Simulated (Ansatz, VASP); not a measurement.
# Ru: VASP beside Ansatz

Contents of INCAR:

```
PREC     = Accurate       # precision mode
ENCUT    = 520            # plane-wave cutoff, eV
EDIFF    = 1E-8           # SCF threshold, eV
ISMEAR   = -1             # smearing method
SIGMA    = 0.03           # smearing width, eV
LREAL    = False          # projectors in reciprocal space
LASPH    = True           # aspherical terms in the spheres
NELM     = 80             # most SCF steps
ALGO     = Normal         # electronic algorithm
ISIF     = 2              # what is computed and relaxed
LWAVE    = False          # write WAVECAR
LCHARG   = False          # write CHGCAR
GGA      = PS             # functional
LEFG     = True         
NBANDS   = 21             # bands
```

The input KPOINTS:

```
Automatic mesh
0
Gamma
  14 14 8
```

The input POSCAR:

```
Ru
1.0
    2.7328573275      0.0000000000      0.0000000000
   -1.3664286638      2.3667238706      0.0000000000
    0.0000000000      0.0000000000      4.2819000000
Ru
2
Direct
    0.3333333333      0.6666666667      0.2500000000
    0.6666666667      0.3333333333      0.7500000000
```

Input for Ansatz:

```yaml
crystal:
  lattice:
    - [2.7328573275, 0.0, 0.0]
    - [-1.3664286638, 2.3667238706, 0.0]
    - [0.0, 0.0, 4.2819]
  atoms:
    - { symbol: Ru, position: [0.3333333333, 0.6666666667, 0.25] }
    - { symbol: Ru, position: [0.6666666667, 0.3333333333, 0.75] }
kpoints:
  mp_grid: { grid: [14, 14, 8] }
scf:
  occupations: { method: fermi_dirac, width: 0.03 }
hamiltonian:
  xc: pbesol
  pseudopotentials: { kind: paw }
output:
  forces: true
  stress: true
  eigenvalues: true
  efg: { contact_densities: true }
  write_density: true
  write_potential: true
  elf: true
  volumetric_format: npy
```

Change from the starting cell: equal xx and yy strain of +1 %, PAW files.

Alike in both runs: task electric field gradients; functional PBEsol; k mesh 14 × 14 × 8; occupations fermi-dirac, width 0.03 eV; no spin polarisation.

```csv
,VASP,Ansatz
version,VASP 6.6.1,Ansatz 0.2.0
potentials or method,"VASP PAW PBE potentials, release 64 (Ru_pv)","PAW with Ansatz's default frozen-core files, scalar-relativistic"
plane-wave cutoff (eV),520,420
valence electrons in the cell,28,32
```

```csv
,VASP,Ansatz,Ansatz less VASP
pressure (GPa),-12.2,-12.1,+0.11
"traceless stress, the component that is largest in VASP (GPa)",1.35,1.34,-0.012
size of Vzz on the site where it differs most (V/Å²),16.8,12.3,-4.50
```

VASP's potentials were made for PBE, not for PBEsol. VASP's potentials hold 28 valence electrons a cell and Ansatz's 32, so a difference there can come from the potentials and not from the codes.
